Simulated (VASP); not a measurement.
# SiC (Moissanite) (P6_3mc) in VASP: a series of runs

SiC (Moissanite) is run at these levels: LDA, revPBE+D4; tasks: single point.

All numbers are computed with VASP 6.6.1; they aren't measurements. Logs are shortened: lines on timing, memory, paths and dates and some standing lists are left out, and cuts for length are marked.

**1. The cell of the first run**

Symmetry: P6_3mc, No. 186, hexagonal system. The conventional cell has a = 3.076 Å, b = 3.076 Å, c = 5.048 Å, α = 90.00°, β = 90.00°, γ = 120.00°. Within 2.5 Å of Si (site symmetry 3m) lie 4 C at 1.87 to 1.94 Å. Within 2.5 Å of C (site symmetry 3m) lie 4 Si at 1.87 to 1.94 Å.

**2. Single point, LDA**

File INCAR:

```
PREC     = Accurate       # precision mode
ENCUT    = 520            # plane-wave cutoff, eV
EDIFF    = 1E-6           # SCF threshold, eV
ISMEAR   = -1             # smearing method
SIGMA    = 0.05           # smearing width, eV
LREAL    = F              # projectors in reciprocal space
LASPH    = T              # aspherical terms in the spheres
NELM     = 100            # most SCF steps
ALGO     = Normal         # electronic algorithm
ISIF     = 2              # what is computed and relaxed
LWAVE    = F              # write WAVECAR
LCHARG   = F              # write CHGCAR
GGA      = CA             # functional
NBANDS   = 16             # bands
```

File KPOINTS:

```
regular mesh
0
Gamma
  10 10 5
```

File POSCAR:

```
SiC
1.0
    3.0760000000      0.0000000000      0.0000000000
   -1.5380000000      2.6638941420      0.0000000000
    0.0000000000      0.0000000000      5.0480000000
Si C
2 2
Direct
    0.6666666667      0.3333333333      0.5000000000
    0.3333333333      0.6666666667      0.0000000000
    0.6666666667      0.3333333333      0.8850000000
    0.3333333333      0.6666666667      0.3850000000
```

Potentials or basis: VASP PAW LDA potentials, release 64 (Si, C).

Started as:

```sh
$ cat potpaw_LDA.64/Si/POTCAR potpaw_LDA.64/C/POTCAR > POTCAR
$ mpirun -np 1 vasp_std > vasp.out
```

OUTCAR:

```text
PREC = Accurate
   ENCUT = 520
   EDIFF = 1E-6
   ISMEAR = -1
   LREAL = F
   LASPH = T
   NELM = 100
   ISIF = 2
   GGA = CA

 ion  position               nearest neighbor table
   1  0.667  0.333  0.500-   4 1.87   4 1.87   4 1.87   3 1.94   2 3.09   2 3.09   2 3.09   2 3.09
                             2 3.09   2 3.09
   2  0.333  0.667  0.000-   3 1.87   3 1.87   3 1.87   4 1.94   1 3.09   1 3.09   1 3.09   1 3.09
                             1 3.09   1 3.09
   3  0.667  0.333  0.885-   2 1.87   2 1.87   2 1.87   1 1.94
   4  0.333  0.667  0.385-   1 1.87   1 1.87   1 1.87   2 1.94

  LATTYP: Found a hexagonal cell.
 ALAT       =     3.0760000000
 C/A-ratio  =     1.6410923277

  Lattice vectors:

 A1 = (   3.0760000000,   0.0000000000,   0.0000000000)
 A2 = (  -1.5380000000,   2.6638941420,   0.0000000000)
 A3 = (   0.0000000000,   0.0000000000,   5.0480000000)

Analysis of symmetry for initial positions (statically):
=====================================================================
 Subroutine PRICEL returns:
 Original cell was already a primitive cell.

 Routine SETGRP: Setting up the symmetry group for a
 hexagonal supercell.

 Subroutine GETGRP returns: Found 12 space group operations
 (whereof  6 operations were pure point group operations)
 out of a pool of 24 trial point group operations.

The static configuration has the point symmetry C_3v.
 The point group associated with its full space group is C_6v.

Analysis of symmetry for dynamics (positions and initial velocities):
=====================================================================
 Subroutine PRICEL returns:
 Original cell was already a primitive cell.

 Routine SETGRP: Setting up the symmetry group for a
 hexagonal supercell.

 Subroutine GETGRP returns: Found 12 space group operations
 (whereof  6 operations were pure point group operations)
 out of a pool of 24 trial point group operations.

The dynamic configuration has the point symmetry C_3v.
 The point group associated with its full space group is C_6v.

 Subroutine INISYM returns: Found 12 space group operations
 (whereof  6 operations are pure point group operations),
 and found     1 'primitive' translations

----------------------------------------------------------------------------------------

                                     Primitive cell

  volume of cell :      41.3640
[... 88 lines left out ...]
   LNONCOLLINEAR =      F non collinear calculations
   LSORBIT =      F    spin-orbit coupling
   LASPH  =      T    aspherical Exc in radial PAW
   ENCUT  =  520.0 eV  38.22 Ry    6.18 a.u.   5.72  5.72  9.39*2*pi/ulx,y,z
   NELM   =    100;   NELMIN=  2; NELMDL= -5     # of ELM steps
   EDIFF  = 0.1E-05   stopping-criterion for ELM
   LREAL  =      F    real-space projection
   EDIFFG = 0.1E-04   stopping-criterion for IOM
   NSW    =      0    number of steps for IOM
   IBRION =     -1    ionic relax: 0-MD 1-quasi-New 2-CG
   NFREE  =      0    steps in history (QN), initial steepest desc. (CG)
   ISIF   =      2    stress and relaxation
   ISYM   =      2    0-nonsym 1-usesym 2-fastsym
   POTIM  = 0.5000    time-step for ionic-motion
   TEBEG  =    0.0;   TEEND  =   0.0 temperature during run
   PSTRESS=    0.0 pullay stress
   NELECT =      16.0000    total number of electrons
   NUPDOWN=      -1.0000    fix difference up-down
   EMIN   =  10.00;   EMAX   =-10.00  energy-range for DOS
   EFERMI =   0.00;   METHOD = LEGACY
   ISMEAR =    -1;   SIGMA  =   0.05  broadening in eV -4-tet -1-fermi 0-gaus
   EFERMI_NEDOS =   21; number of points for ismear=-14 and -15
   IALGO  =     38    algorithm
   IMIX   =      4    mixing-type and parameters
     AMIX     =   0.40;   BMIX     =  1.00
     AMIX_MAG =   1.60;   BMIX_MAG =  1.00
  volume/ion in A,a.u.               =      10.34        69.78
  Fermi-wavevector in a.u.,A,eV,Ry     =   1.192817  2.254098 19.358549  1.422813
  Thomas-Fermi vector in A             =   2.328847
   LORBIT       =      0    0 simple, 1 ext, 2 COOP (PROOUT), +10 PAW based schemes
   GGA     = CA    functional components
   LHFCALC =     F    Hartree Fock is set to
   AEXX    =    0.0000 exact exchange contribution
   IVDW    =     0    specifies the selected vdW correction
   LEPSILON=     F    determine dielectric tensor
   LRPA    =     F    only Hartree local field effects (RPA)
 non-spin polarized calculation
  energy-cutoff  :      520.00
  volume of cell :       41.36
 maximum number of plane-waves:      1132
 NGX is ok and might be reduce to    24
   NGX = 11   NGY = 11   NGZ = 19

 number of electron      16.0000000 magnetization

 Free energy of the ion-electron system (eV)
  ---------------------------------------------------
  ext. energy  EPLUGINS =         0.00000000
  ---------------------------------------------------
  free energy    TOTEN  =       -33.23228688 eV

  energy without entropy =      -33.23228688  energy(sigma->0) =      -33.23228688

 E-fermi :   9.3125     XC(G=0): -11.5495

 val. band max:        8.3595961618   @ k =   0.0000   0.0000   0.0000
 cond. band min:      10.7159398153   @ k =   0.3000   0.3000   0.0000
 fundamental gap:      2.3563436535
 Fermi energy:         9.3124666547

 k-point     1 :       0.0000    0.0000    0.0000
  band No.  band energies     occupation
      1      -7.2725      2.00000
      2      -3.7203      2.00000
      3      -0.3512      2.00000
      4       6.8079      2.00000
      5       6.8079      2.00000
      6       8.0872      2.00000
[... 433 lines left out ...]
      3       0.0539      2.00000
      4       1.5604      2.00000
      5       3.6089      2.00000
      6       4.4125      2.00000
[... 8 lines left out ...]
     15      19.5553      0.00000
     16      20.8790      0.00000

 [... further k-points ...]
[... 5 lines left out ...]
  --------------------------------------------------------------------------------------
  -------------------------------------------------------------------------------------
  Total       -0.5622997     -0.5622997     -1.6619092      0.0000000      0.0000000      0.0000000
  in kB      -21.7798948    -21.7798948    -64.3717360      0.0000000      0.0000000      0.0000000
  external PRESSURE =     -35.9771752 kB  Pullay stress =       0.0000000 kB

 VOLUME and BASIS-vectors are now :
 -----------------------------------------------------------------------------
  energy-cutoff  :      520.00
  volume of cell :       41.36
      direct lattice vectors                 reciprocal lattice vectors
     3.076000000  0.000000000  0.000000000     0.325097529  0.187695146  0.000000000
    -1.538000000  2.663894142  0.000000000     0.000000000  0.375390292  0.000000000
     0.000000000  0.000000000  5.048000000     0.000000000  0.000000000  0.198098257

 POSITION                                       TOTAL-FORCE (eV/Angst)
 -----------------------------------------------------------------------------------
      1.53800      0.88796      2.52400         0.000000      0.000000      0.734706
     -0.00000      1.77593      0.00000         0.000000      0.000000      0.734706
      1.53800      0.88796      4.46748        -0.000000     -0.000000     -0.734706
     -0.00000      1.77593      1.94348         0.000000      0.000000     -0.734706
 -----------------------------------------------------------------------------------
    total drift:                                0.000000      0.000000     -0.000242

  FREE ENERGIE OF THE ION-ELECTRON SYSTEM (eV)
  ---------------------------------------------------
  free  energy   TOTEN  =       -33.2322868842 eV

  energy  without entropy=      -33.2322868842  energy(sigma->0) =      -33.23228688
```

OSZICAR:

```text
N       E                     dE             d eps       ncg     rms          rms(c)
DAV:   1     0.202831839515E+02    0.20283E+02   -0.70564E+03  1344   0.889E+02
DAV:   2    -0.350066628658E+02   -0.55290E+02   -0.50760E+02  1960   0.156E+02
DAV:   3    -0.373212242006E+02   -0.23146E+01   -0.23079E+01  1752   0.297E+01
DAV:   4    -0.373387847237E+02   -0.17561E-01   -0.17558E-01  1672   0.325E+00
DAV:   5    -0.373389719578E+02   -0.18723E-03   -0.18723E-03  1784   0.312E-01    0.129E+01
DAV:   6    -0.333783391935E+02    0.39606E+01   -0.70988E+00  1704   0.164E+01    0.590E+00
DAV:   7    -0.332780899374E+02    0.10025E+00   -0.11857E+00  1904   0.634E+00    0.246E+00
DAV:   8    -0.332379655323E+02    0.40124E-01   -0.62325E-02  1536   0.151E+00    0.701E-01
DAV:   9    -0.332322115613E+02    0.57540E-02   -0.80460E-03  1784   0.614E-01    0.113E-01
DAV:  10    -0.332322820779E+02   -0.70517E-04   -0.62283E-04  1568   0.153E-01    0.627E-02
DAV:  11    -0.332322877106E+02   -0.56327E-05   -0.22106E-05  1784   0.343E-02    0.164E-02
DAV:  12    -0.332322868842E+02    0.82641E-06   -0.56123E-06  1736   0.146E-02
   1 F= -.33232287E+02 E0= -.33232287E+02  d E =-.337689E-10
```

Run time: 7.3 s. Hardware: 1 thread of Intel Xeon 6975P-C (Granite Rapids), shared host; peak memory 0.14 GiB.

Results:

* Free energy: -33.2323 eV
* Pressure: -3.6 GPa
* Largest force: 0.735 eV/Å
* Band gap on the k mesh: 2.36 eV, indirect (least direct gap 3.97 eV)

Forces in eV/Å, atoms in the order of the input:
```
Si   0.000  0.000  0.735
Si   0.000  0.000  0.735
C    0.000  0.000 -0.735
C    0.000  0.000 -0.735
```

**3. Single point, revPBE+D4**

This run uses another cell than the first one, of 10.55 Å³/atom, 1.020 times its volume.

File INCAR:

```
PREC = Accurate ; ENCUT = 520
EDIFF = 1E-6 ; ISMEAR = -1
SIGMA = 0.05 ; LREAL = F
LASPH = T ; NELM = 100
ALGO = Normal ; ISIF = 2
LWAVE = F ; LCHARG = F
GGA = RE ; IVDW = 13
NBANDS = 16
```

KPOINTS is that of step 2.

File POSCAR:

```
SiC
1.0
    3.0963714546      0.0000000000      0.0000000000
   -1.5481857273      2.6815363392      0.0000000000
    0.0000000000      0.0000000000      5.0814314379
Si C
2 2
Direct
    0.6666666667      0.3333333333      0.5000000000
    0.3333333333      0.6666666667      0.0000000000
    0.6666666667      0.3333333333      0.8850000000
    0.3333333333      0.6666666667      0.3850000000
```

Potentials or basis: VASP PAW PBE potentials, release 64 (Si, C).

Started as:

```sh
$ cat potpaw_PBE.64/Si/POTCAR potpaw_PBE.64/C/POTCAR > POTCAR
$ mpirun -np 1 vasp_std > vasp.out
```

OUTCAR:

```text
PREC = Accurate
   ENCUT = 520
   EDIFF = 1E-6
   ISMEAR = -1
   LREAL = F
   LASPH = T
   NELM = 100
   ISIF = 2
   GGA = RE
   IVDW = 13

 ion  position               nearest neighbor table
   1  0.667  0.333  0.500-   4 1.88   4 1.88   4 1.88   3 1.96   2 3.11   2 3.11   2 3.11   2 3.11
                             2 3.11   2 3.11
   2  0.333  0.667  0.000-   3 1.88   3 1.88   3 1.88   4 1.96   1 3.11   1 3.11   1 3.11   1 3.11
                             1 3.11   1 3.11
   3  0.667  0.333  0.885-   2 1.88   2 1.88   2 1.88   1 1.96
   4  0.333  0.667  0.385-   1 1.88   1 1.88   1 1.88   2 1.96

  LATTYP: Found a hexagonal cell.
 ALAT       =     3.0963714546
 C/A-ratio  =     1.6410923277

  Lattice vectors:

 A1 = (   3.0963714546,   0.0000000000,   0.0000000000)
 A2 = (  -1.5481857273,   2.6815363392,   0.0000000000)
 A3 = (   0.0000000000,   0.0000000000,   5.0814314379)

Analysis of symmetry for initial positions (statically):
=====================================================================
 Subroutine PRICEL returns:
 Original cell was already a primitive cell.

 Routine SETGRP: Setting up the symmetry group for a
 hexagonal supercell.

 Subroutine GETGRP returns: Found 12 space group operations
 (whereof  6 operations were pure point group operations)
 out of a pool of 24 trial point group operations.

The static configuration has the point symmetry C_3v.
 The point group associated with its full space group is C_6v.

Analysis of symmetry for dynamics (positions and initial velocities):
=====================================================================
 Subroutine PRICEL returns:
 Original cell was already a primitive cell.

 Routine SETGRP: Setting up the symmetry group for a
 hexagonal supercell.

 Subroutine GETGRP returns: Found 12 space group operations
 (whereof  6 operations were pure point group operations)
 out of a pool of 24 trial point group operations.

The dynamic configuration has the point symmetry C_3v.
 The point group associated with its full space group is C_6v.
[... 125 lines left out ...]
  Fermi-wavevector in a.u.,A,eV,Ry     =   1.184970  2.239268 19.104662  1.404153
  Thomas-Fermi vector in A             =   2.321173
   LORBIT       =      0    0 simple, 1 ext, 2 COOP (PROOUT), +10 PAW based schemes
   GGA     = RE    functional components
   LHFCALC =     F    Hartree Fock is set to
   AEXX    =    0.0000 exact exchange contribution
   IVDW    =    13    specifies the selected vdW correction
   LEPSILON=     F    determine dielectric tensor
   LRPA    =     F    only Hartree local field effects (RPA)
 non-spin polarized calculation
  energy-cutoff  :      520.00
  volume of cell :       42.19
 maximum number of plane-waves:      1148
 NGX is ok and might be reduce to    24
   NGX = 11   NGY = 11   NGZ = 19

 number of electron      16.0000001 magnetization

 Free energy of the ion-electron system (eV)
  ---------------------------------------------------
  ext. energy  EPLUGINS =         0.00000000
  ---------------------------------------------------
  free energy    TOTEN  =       -28.85485365 eV

  energy without entropy =      -28.85485365  energy(sigma->0) =      -28.85485365

 E-fermi :   9.2381     XC(G=0): -11.2137

 val. band max:        8.2559824888   @ k =   0.0000   0.0000   0.0000
 cond. band min:      10.7935936899   @ k =   0.3000   0.3000   0.0000
 fundamental gap:      2.5376112011
 Fermi energy:         9.2381054404

 k-point     1 :       0.0000    0.0000    0.0000
  band No.  band energies     occupation
      1      -7.3285      2.00000
      2      -3.9145      2.00000
      3      -0.3102      2.00000
      4       6.7111      2.00000
      5       6.7111      2.00000
      6       7.9786      2.00000
[... 433 lines left out ...]
      3       0.0502      2.00000
      4       1.4944      2.00000
      5       3.5685      2.00000
      6       4.3749      2.00000
[... 8 lines left out ...]
     15      19.4717      0.00000
     16      20.7781      0.00000

 [... further k-points ...]

------------------------ aborting loop because EDIFF is reached ----------------------------------------

  DFT-D4 for vdW energy calculation

  Edisp (eV):   -2.53875

  FORCE on cell =-STRESS in cart. coord.  units (eV):
  Direction    XX          YY          ZZ          XY          YZ          ZX
  --------------------------------------------------------------------------------------
  -------------------------------------------------------------------------------------
  Total      -1.57584    -1.57584    -2.50310     0.00000     0.00000     0.00000
  in kB     -59.84107   -59.84107   -95.05290     0.00000     0.00000     0.00000
  external pressure =      -71.58 kB  Pullay stress =        0.00 kB

 VOLUME and BASIS-vectors are now :
 -----------------------------------------------------------------------------
  energy-cutoff  :      520.00
  volume of cell :       42.19
      direct lattice vectors                 reciprocal lattice vectors
     3.096371455  0.000000000  0.000000000     0.322958668  0.186460274  0.000000000
    -1.548185727  2.681536339  0.000000000     0.000000000  0.372920548  0.000000000
     0.000000000  0.000000000  5.081431438     0.000000000  0.000000000  0.196794941

 POSITION                                       TOTAL-FORCE (eV/Angst)
 -----------------------------------------------------------------------------------
      1.54819      0.89385      2.54072         0.000000      0.000000      0.702965
     -0.00000      1.78769      0.00000        -0.000000     -0.000000      0.702965
      1.54819      0.89385      4.49707         0.000000      0.000000     -0.702965
     -0.00000      1.78769      1.95635        -0.000000      0.000000     -0.702965
 -----------------------------------------------------------------------------------
    total drift:                               -0.000000      0.000000      0.000271

  FREE ENERGIE OF THE ION-ELECTRON SYSTEM (eV)
  ---------------------------------------------------
  free  energy   TOTEN  =       -31.3936085959 eV

  energy  without entropy=      -31.3936085959  energy(sigma->0) =      -31.39360860
```

stdout:

```text
POSCAR found type information on POSCAR SiC
 POSCAR found :  2 types and       4 ions
 scaLAPACK will be used
 -----------------------------------------------------------------------------
|                                                                             |
|                                                                             |
|     You enforced a specific xc type in the INCAR file but a different       |
|     I HOPE YOU KNOW WHAT YOU ARE DOING!                                     |
|                                                                             |
 -----------------------------------------------------------------------------

 LDA part: xc-table for (Slater+PW92), standard interpolation
 POSCAR, INCAR and KPOINTS ok, starting setup
 FFT: planning ... GRIDC
 FFT: planning ... GRID_SOFT
 FFT: planning ... GRID
 WAVECAR not read
 entering main loop
```

It took 9.2 s on 1 thread of Intel Xeon 6975P-C (Granite Rapids), shared host; peak memory 0.16 GiB.

Results:

| Quantity | Value |
| --- | --- |
| Free energy | -31.3936 eV |
| Pressure | -7.2 GPa |
| Largest force | 0.703 eV/Å |
| Band gap on the k mesh | 2.54 eV, indirect (least direct gap 4.06 eV) |
| Dispersion energy per atom | -0.635 eV |

Forces on the atoms (eV/Å):
```
Si   0.000  0.000  0.703
Si   0.000  0.000  0.703
C    0.000  0.000 -0.703
C    0.000  0.000 -0.703
```

Levels at points of the mesh, in eV from the valence-band top:
```csv
k point,band 6,band 7,band 8,band 9,band 10,band 11
"(0.00, 0.00, 0.00)",-0.28,-0.28,0.00,4.48,5.84,6.42
"(0.50, 0.00, 0.00)",-3.50,-3.19,-1.48,2.58,4.18,6.63
```

Caveat: the PAW data sets were made with another functional, which shifts forces and pressure a little.

(Part 1 of 2 ends here.)
